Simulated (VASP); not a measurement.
Al6H, 14 atoms in the cell. The cell holds a slab with vacuum, 14 atoms: a = 5.714 Å, b = 5.714 Å, c = 22.602 Å, α = 90.00°, β = 90.00°, γ = 120.00°. 

* Program: VASP 6.6.1
* Task: single point
* Functional: PBE
* Potentials or basis: VASP PAW PBE potentials, release 64 (Al, H)
* Cutoff: 520 eV
* k mesh: 6 × 6 × 1
* Occupations: gaussian, width 0.1 eV
* Spin: no spin polarisation
* Dipole correction: yes
* Further INCAR settings: ALGO = Normal; EDIFF = 1e-07; NBANDS = 32

Potentials or basis: VASP PAW PBE potentials, release 64 (Al, H).

Command:

```sh
$ cat potpaw_PBE.64/Al/POTCAR potpaw_PBE.64/H/POTCAR > POTCAR
$ mpirun -np 1 vasp_std > vasp.out
```

Hardware: 1 thread of Intel(R) Xeon(R) Platinum 8488C (Sapphire Rapids), on a shared host.

Question: Estimate the wall time of this run.

Answer: It took 13 min on 1 thread of Intel(R) Xeon(R) Platinum 8488C (Sapphire Rapids), with other jobs on the host, peak memory 0.72 GiB. Counts: scf iterations 28, k points 13.
